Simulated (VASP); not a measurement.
# Tm2GeF2 (I-4m2) in VASP: single point with PBE

Aim: the single point of Tm2GeF2 with PBE.

Everything below comes from runs of VASP 6.6.1. Logs are shortened: lines on timing, memory, paths and dates and some standing lists are left out, and cuts for length are marked.

### Step 1. The cell of the first run

Symmetry: I-4m2, No. 119, tetragonal system. The conventional cell has a = 4.135 Å, b = 4.135 Å, c = 11.440 Å, α = 90.00°, β = 90.00°, γ = 90.00°. Within 3.0 Å of Tm (site symmetry -4m2) lie 2 F at 2.24 Å and 4 Ge at 2.92 Å. Within 2.9 Å of Tm (site symmetry -4m2) lie 4 F at 2.16 Å. Within 3.9 Å of Ge (site symmetry -4m2) lie 8 Tm at 2.92 to 3.53 Å and 10 F at 3.48 to 3.69 Å. Within 2.9 Å of F (site symmetry 2mm) lie 3 Tm at 2.16 to 2.24 Å.

### Step 2. Single point, PBE

File POSCAR:

```
Tm2GeF2
1.0
   -2.0674182010      2.0674182010      5.7198463742
    2.0674182010     -2.0674182010      5.7198463742
    2.0674182010      2.0674182010     -5.7198463742
Tm Ge F
2 1 2
Direct
    0.2500000000      0.7500000000      0.5000000000
    0.0000000000      0.0000000000      0.0000000000
    0.7500000000      0.2500000000      0.5000000000
    0.4462053756      0.9462053756      0.5000000000
    0.0537946244      0.5537946244      0.5000000000
```

File INCAR.step1:

```
SYSTEM = Tm2GeF2
ALGO = Normal
EDIFF = 1E-6
ENCUT = 520
GGA = PE
GGA_COMPAT = .False.
ISIF = 2
ISMEAR = 0
LASPH = .True.
LCHARG = .True.
LMAXMIX = 6
LORBIT = 11
LREAL = .False.
LWAVE = .False.
NBANDS = 31
NEDOS = 2001
NELM = 200
PREC = Accurate
SIGMA = 0.1
```

File KPOINTS.step1:

```
k-points
0
Gamma
  10 10 10
  0 0 0
```

File INCAR.step2:

```
SYSTEM = Tm2GeF2
ALGO = Normal
EDIFF = 1E-6
ENCUT = 520
GGA = PE
GGA_COMPAT = .False.
ICHARG = 11
ISIF = 2
ISMEAR = -5
LASPH = .True.
LCHARG = .False.
LMAXMIX = 6
LORBIT = 11
LREAL = .False.
LWAVE = .False.
NEDOS = 2001
NELM = 200
PREC = Accurate
SIGMA = 0.1
```

File KPOINTS.step2:

```
k-points
0
Gamma
  15 15 15
  0 0 0
```

Potentials or basis: VASP PAW PBE potentials, release 64 (Tm_3, Ge_d, F), 4f in core.

On the command line:

```console
$ cat potpaw_PBE.64/Tm_3/POTCAR potpaw_PBE.64/Ge_d/POTCAR potpaw_PBE.64/F/POTCAR > POTCAR
$ cp INCAR.step1 INCAR
$ cp KPOINTS.step1 KPOINTS
$ mpirun -np 1 vasp_std > vasp.out
$ cp INCAR.step2 INCAR
$ cp KPOINTS.step2 KPOINTS
$ mpirun -np 1 vasp_std > vasp.out
```

OUTCAR:

```text
SYSTEM = Tm2GeF2
   EDIFF = 1E-6
   ENCUT = 520
   GGA = PE
   ICHARG = 11
   ISIF = 2
   ISMEAR = -5
   LASPH = .True.
   LORBIT = 11
   LREAL = .False.
   NELM = 200
   PREC = Accurate

 ion  position               nearest neighbor table
   1  0.250  0.750  0.500-   4 2.24   5 2.24   3 2.92   3 2.92   3 2.92   3 2.92   2 3.53   2 3.53
                             2 3.53   2 3.53
   2  0.000  0.000  0.000-   5 2.16   4 2.16   5 2.16   4 2.16   1 3.53   1 3.53   1 3.53   1 3.53

   3  0.750  0.250  0.500-   1 2.92   1 2.92   1 2.92   1 2.92
   4  0.446  0.946  0.500-   2 2.16   2 2.16   1 2.24
   5  0.054  0.554  0.500-   2 2.16   2 2.16   1 2.24

  LATTYP: Found a body centered tetragonal cell.
 ALAT       =     4.1348364020
 C/A-ratio  =     2.7666615160

  Lattice vectors:

 A1 = (  -2.0674182010,   2.0674182010,   5.7198463742)
 A2 = (   2.0674182010,  -2.0674182010,   5.7198463742)
 A3 = (   2.0674182010,   2.0674182010,  -5.7198463742)

Analysis of symmetry for initial positions (statically):
=====================================================================
 Subroutine PRICEL returns:
 Original cell was already a primitive cell.

 Routine SETGRP: Setting up the symmetry group for a
 body centered tetragonal supercell.

 Subroutine GETGRP returns: Found  8 space group operations
 (whereof  8 operations were pure point group operations)
 out of a pool of 16 trial point group operations.

The static configuration has the point symmetry D_2d.

Analysis of symmetry for dynamics (positions and initial velocities):
=====================================================================
 Subroutine PRICEL returns:
 Original cell was already a primitive cell.

 Routine SETGRP: Setting up the symmetry group for a
 body centered tetragonal supercell.

 Subroutine GETGRP returns: Found  8 space group operations
 (whereof  8 operations were pure point group operations)
 out of a pool of 16 trial point group operations.

The dynamic configuration has the point symmetry D_2d.

 Subroutine INISYM returns: Found  8 space group operations
 (whereof  8 operations are pure point group operations),
 and found     1 'primitive' translations

----------------------------------------------------------------------------------------

                                     Primitive cell

  volume of cell :      97.7915

  direct lattice vectors                    reciprocal lattice vectors
    -2.067418201  2.067418201  5.719846374     0.000000000  0.241847537  0.087414935
     2.067418201 -2.067418201  5.719846374     0.241847537  0.000000000  0.087414935
     2.067418201  2.067418201 -5.719846374     0.241847537  0.241847537  0.000000000

  length of vectors
     6.423790048  6.423790048  6.423790048     0.257160654  0.257160654  0.342024067

  position of ions in fractional coordinates (direct lattice)
     0.250000000  0.750000000  0.500000000
     0.000000000  0.000000000  0.000000000
     0.750000000  0.250000000  0.500000000
     0.446205376  0.946205376  0.500000000
     0.053794624  0.553794624  0.500000000

  ion indices of the primitive-cell ions
   primitive index   ion index
                 1           1
                 2           2
                 3           3
                 4           4
                 5           5

----------------------------------------------------------------------------------------

 KPOINTS: k-points

Automatic generation of k-mesh.
 Grid dimensions read from file:
 generate k-points for:   15   15   15

 Generating k-lattice:

  Cartesian coordinates                     Fractional coordinates (reciprocal lattice)
     0.000000000  0.016123169  0.005827662     0.066666667  0.000000000  0.000000000
     0.016123169  0.000000000  0.005827662     0.000000000  0.066666667  0.000000000
     0.016123169  0.016123169  0.000000000     0.000000000  0.000000000  0.066666667

  Length of vectors
     0.017144044  0.017144044  0.022801604

  Shift w.r.t. Gamma in fractional coordinates (k-lattice)
     0.000000000  0.000000000  0.000000000

 TETIRR: Found   4311 inequivalent tetrahedra from    20250

 Subroutine IBZKPT returns following result:
 ===========================================

 Found    288 irreducible k-points:

 Following reciprocal coordinates:
            Coordinates               Weight
  0.000000  0.000000  0.000000      1.000000
  0.066667  0.000000  0.000000      8.000000
  0.133333  0.000000  0.000000      8.000000
  0.200000  0.000000 -0.000000      8.000000
  0.266667  0.000000  0.000000      8.000000
  0.333333 -0.000000  0.000000      8.000000
[... 16 lines left out ...]
  0.133333  0.133333  0.000000      8.000000
  0.200000  0.133333 -0.000000     16.000000
 [... further k-points ...]
   k-points           NKPTS =    288   k-points in BZ     NKDIM =    288   number of bands    NBANDS=     27
   number of dos      NEDOS =   2001   number of ions     NIONS =      5
   total plane-waves  NPLWV = 110592
   dimension x,y,z NGX =    48 NGY =   48 NGZ =   48
   dimension x,y,z NGXF=    96 NGYF=   96 NGZF=   96
   ions per type =               2   1   2
   NGX,Y,Z   is equivalent  to a cutoff of  12.42, 12.42, 12.42 a.u.
   NGXF,Y,Z  is equivalent  to a cutoff of  24.84, 24.84, 24.84 a.u.
 SYSTEM =  Tm2GeF2
   PREC   = accura    normal or accurate (medium, high low for compatibility)
   ISTART =      0    job   : 0-new  1-cont  2-samecut
   ICHARG =     11    charge: 1-file 2-atom 10-const
   ISPIN  =      1    spin polarized calculation?
   LNONCOLLINEAR =      F non collinear calculations
   LSORBIT =      F    spin-orbit coupling
   LASPH  =      T    aspherical Exc in radial PAW
   ENCUT  =  520.0 eV  38.22 Ry    6.18 a.u.  11.94 11.94 11.94*2*pi/ulx,y,z
   NELM   =    200;   NELMIN=  2; NELMDL=  0     # of ELM steps
   EDIFF  = 0.1E-05   stopping-criterion for ELM
   LREAL  =      F    real-space projection
[... 7 lines left out ...]
   TEBEG  =    0.0;   TEEND  =   0.0 temperature during run
   PSTRESS=    0.0 pullay stress
   NELECT =      46.0000    total number of electrons
   NUPDOWN=      -1.0000    fix difference up-down
   EMIN   =  10.00;   EMAX   =-10.00  energy-range for DOS
   EFERMI =   0.00;   METHOD = LEGACY
   ISMEAR =    -5;   SIGMA  =   0.10  broadening in eV -4-tet -1-fermi 0-gaus
   EFERMI_NEDOS =   21; number of points for ismear=-14 and -15
   IALGO  =     38    algorithm
   IMIX   =      4    mixing-type and parameters
     AMIX     =   0.40;   BMIX     =  1.00
     AMIX_MAG =   1.60;   BMIX_MAG =  1.00
  volume/ion in A,a.u.               =      19.56       131.99
  Fermi-wavevector in a.u.,A,eV,Ry     =   1.273192  2.405983 22.055273  1.621017
  Thomas-Fermi vector in A             =   2.406029
   LORBIT       =     11    0 simple, 1 ext, 2 COOP (PROOUT), +10 PAW based schemes
   GGA     = PE    functional components
   LHFCALC =     F    Hartree Fock is set to
   AEXX    =    0.0000 exact exchange contribution
   IVDW    =     0    specifies the selected vdW correction
   LEPSILON=     F    determine dielectric tensor
   LRPA    =     F    only Hartree local field effects (RPA)
 non-spin polarized calculation
 Fermi weights with tetrahedron method with Bloechl corrections
  energy-cutoff  :      520.00
  volume of cell :       97.79
 maximum number of plane-waves:      2656

 number of electron      45.9999994 magnetization

 Free energy of the ion-electron system (eV)
  ---------------------------------------------------
  ext. energy  EPLUGINS =         0.00000000
  ---------------------------------------------------
  free energy    TOTEN  =       -29.25859959 eV

  energy without entropy =      -29.25859959  energy(sigma->0) =      -29.25859959

 E-fermi :   4.5226     XC(G=0):  -9.9097

 val. band max:        4.5789749510   @ k =  -0.1333  -0.2000   0.1333
 cond. band min:       4.5007831440   @ k =  -0.3333   0.3333   0.0000
 fundamental gap:     -0.0781918069
 Fermi energy:         4.5225555763

 k-point     1 :       0.0000    0.0000    0.0000
  band No.  band energies     occupation
      1     -24.1488      2.00000
      2     -23.2624      2.00000
      3     -23.2624      2.00000
      4     -23.2054      2.00000
      5     -22.5284      2.00000
      6     -21.4831      2.00000
[... 19 lines left out ...]
     26       5.8336      0.00000
     27       6.4643      0.00000

 k-point     2 :       0.0667    0.0000    0.0000
  band No.  band energies     occupation
      1     -24.1795      2.00000
      2     -23.4755      2.00000
      3     -23.2621      2.00000
      4     -22.9725      2.00000
      5     -22.5129      2.00000
      6     -21.4861      2.00000
[... 19 lines left out ...]
     26       5.9556      0.00000
     27       6.2580      0.00000

 k-point     3 :       0.1333    0.0000    0.0000
  band No.  band energies     occupation
      1     -24.2776      2.00000
      2     -23.6461      2.00000
      3     -23.2613      2.00000
      4     -22.7695      2.00000
      5     -22.4378      2.00000
      6     -21.4945      2.00000
[... 19 lines left out ...]
     26       6.0830      0.00000
     27       6.1771      0.00000

 k-point     4 :       0.2000    0.0000   -0.0000
  band No.  band energies     occupation
      1     -24.4320      2.00000
      2     -23.7366      2.00000
      3     -23.2600      2.00000
      4     -22.6860      2.00000
      5     -22.2718      2.00000
      6     -21.5068      2.00000
[... 19 lines left out ...]
     26       6.1283      0.00000
     27       6.4642      0.00000
[... 516 lines left out ...]
      4     -22.8571      2.00000
      5     -22.5108      2.00000
      6     -21.4882      2.00000
[... 19 lines left out ...]
     26       5.9822      0.00000
     27       6.1695      0.00000

 k-point    23 :       0.1333    0.1333    0.0000
  band No.  band energies     occupation
      1     -24.3313      2.00000
      2     -23.9356      2.00000
      3     -23.1595      2.00000
      4     -22.6319      2.00000
      5     -22.3086      2.00000
      6     -21.5007      2.00000
[... 19 lines left out ...]
     26       6.1081      0.00000
     27       6.3412      0.00000

 k-point    24 :       0.2000    0.1333   -0.0000
  band No.  band energies     occupation
      1     -24.4439      2.00000
      2     -24.0521      2.00000
      3     -23.1318      2.00000
      4     -22.5806      2.00000
      5     -22.1443      2.00000
      6     -21.5099      2.00000
[... 19 lines left out ...]
     26       6.2353      0.00000
     27       6.5050      0.00000

 [... further k-points ...]
[... 5 lines left out ...]
  --------------------------------------------------------------------------------------
  -------------------------------------------------------------------------------------
  Total        0.7683676      0.7683676      0.6614892      0.0000000      0.0000000      0.0000000
  in kB       12.5886341     12.5886341     10.8375800      0.0000000      0.0000000      0.0000000
  external PRESSURE =      12.0049494 kB  Pullay stress =       0.0000000 kB

 VOLUME and BASIS-vectors are now :
 -----------------------------------------------------------------------------
  energy-cutoff  :      520.00
  volume of cell :       97.79
      direct lattice vectors                 reciprocal lattice vectors
    -2.067418201  2.067418201  5.719846374     0.000000000  0.241847537  0.087414935
     2.067418201 -2.067418201  5.719846374     0.241847537  0.000000000  0.087414935
     2.067418201  2.067418201 -5.719846374     0.241847537  0.241847537  0.000000000

 POSITION                                       TOTAL-FORCE (eV/Angst)
 -----------------------------------------------------------------------------------
      2.06742      0.00000      2.85992        -0.000000      0.000000     -0.000000
      0.00000      0.00000      0.00000        -0.000000      0.000000     -0.000000
      0.00000      2.06742      2.85992        -0.000000      0.000000      0.000000
      2.06742     -0.00000      5.10445         0.000000     -0.000000     -0.017237
      2.06742      0.00000      0.61539         0.000000     -0.000000      0.017237
 -----------------------------------------------------------------------------------
    total drift:                               -0.000000      0.000000      0.000000

  FREE ENERGIE OF THE ION-ELECTRON SYSTEM (eV)
  ---------------------------------------------------
  free  energy   TOTEN  =       -29.2585995940 eV

  energy  without entropy=      -29.2585995940  energy(sigma->0) =      -29.25859959

 total charge

# of ion       s       p       d       tot
------------------------------------------
    1        0.396   6.794   1.184   8.374
    2        0.380   6.858   1.141   8.379
    3        1.130   1.271   9.966  12.367
    4        1.741   4.407   0.000   6.148
    5        1.741   4.407   0.000   6.148
--------------------------------------------------
tot          5.388  23.737  12.290  41.415
```

Run time: 9.6 min. Hardware: 1 thread of Intel Xeon 6975P-C (Granite Rapids), shared host; peak memory 0.87 GiB.

Results:

| Item | Value |
| --- | --- |
| Valence electrons inside the program's atomic spheres | Tm 8.37, 8.38; Ge 12.37; F 6.15 |

Caveat: spin-orbit coupling is left out, which moves the levels of the heavy elements; the 4f electrons are frozen in the core, so they carry no moment and show no levels; the run has no spin polarisation, though such a crystal can be magnetic.
